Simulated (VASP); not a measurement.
A run of VASP 6.6.1:

POSCAR

```
TlBr
1.0
    3.9461933130      0.0000000000      0.0000000000
    0.0000000000      3.9461933130      0.0000000000
    0.0000000000      0.0000000000      3.9461933130
Tl Br
1 1
Direct
    0.0000000000      0.0000000000      0.0000000000
    0.5000000000      0.5000000000      0.5000000000
```

INCAR.step1

```
  PREC = Accurate
  ENCUT = 550
  ISMEAR = 0
  SIGMA = 0.01
  LREAL = F
  LASPH = T
  NELM = 120
  NBANDS = 17
  GGA = PE
  ALGO = Normal
  EDIFF = 1E-5
  LWAVE = T
  LCHARG = F
  GGA_COMPAT = F
```

The input INCAR.step2:

```
  PREC = Accurate
  ENCUT = 550
  EDIFF = 1E-6
  ISMEAR = 0
  SIGMA = 0.01
  LREAL = F
  LASPH = T
  NELM = 120
  ALGO = Normal
  ISIF = 2
  LWAVE = F
  LCHARG = F
  METAGGA = R2SCAN
  LMIXTAU = T
  NBANDS = 17
  ISTART = 1
  GGA_COMPAT = F
```

The input KPOINTS:

```
Automatic mesh
0
Gamma
  6 6 6
```

Potentials or basis: VASP PAW PBE potentials, release 64 (Tl_d, Br).

The run is started by

```console
$ cat potpaw_PBE.64/Tl_d/POTCAR potpaw_PBE.64/Br/POTCAR > POTCAR
$ cp INCAR.step1 INCAR
$ mpirun -np 1 vasp_std > vasp.out
$ cp INCAR.step2 INCAR
$ mpirun -np 1 vasp_std > vasp.out
```

Hardware: 1 thread of Intel Xeon 8259CL, on a shared host.

Estimate the wall time of this run.

Wall time 2.4 min on 1 thread of Intel Xeon 8259CL, with other jobs on the host, peak memory 0.18 GiB. Counts: k points 20.
